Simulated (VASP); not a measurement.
NaF: single point with PBE

Crystal: NaF.

```
CELL_PARAMETERS angstrom
2.28049 0.00000 0.00000
0.00000 2.28049 0.00000
0.00000 0.00000 2.28049
ATOMIC_POSITIONS crystal
Na 0.00000 0.00000 0.00000
F 0.50000 0.50000 0.50000
```

- Program: VASP 6.6.1
- Task: single point
- Functional: PBE
- Potentials or basis: VASP PAW PBE potentials, release 64 (Na_pv, F)
- Cutoff: 600 eV
- k mesh: 10 × 10 × 10
- Occupations: gaussian, width 0.02 eV
- Spin: no spin polarisation

```json
{"Pressure": "164.0 GPa", "Band gap on the k mesh": "12.61 eV (least direct gap 13.20 eV)"}
```

Levels at points of the mesh, in eV from the valence-band top:
```
           k point  band 5  band 6  band 7  band 8  band 9  band 10
(0.00, 0.00, 0.00)   -0.60   -0.60   -0.60   12.61   17.99    17.99
(0.50, 0.00, 0.00)   -5.51   -0.56   -0.56   17.66   19.57    24.68
(0.50, 0.50, 0.00)   -3.60   -3.60    0.00   16.06   21.19    23.69
(0.50, 0.50, 0.50)   -4.06   -4.06   -4.06   19.84   19.84    19.84
```

Run time: 8.8 s on 1 thread of Intel(R) Xeon(R) Platinum 8488C (Sapphire Rapids) (shared host), peak memory 0.11 GiB.

Caveat: the cell stands under pressure. A k mesh can miss the band edges.
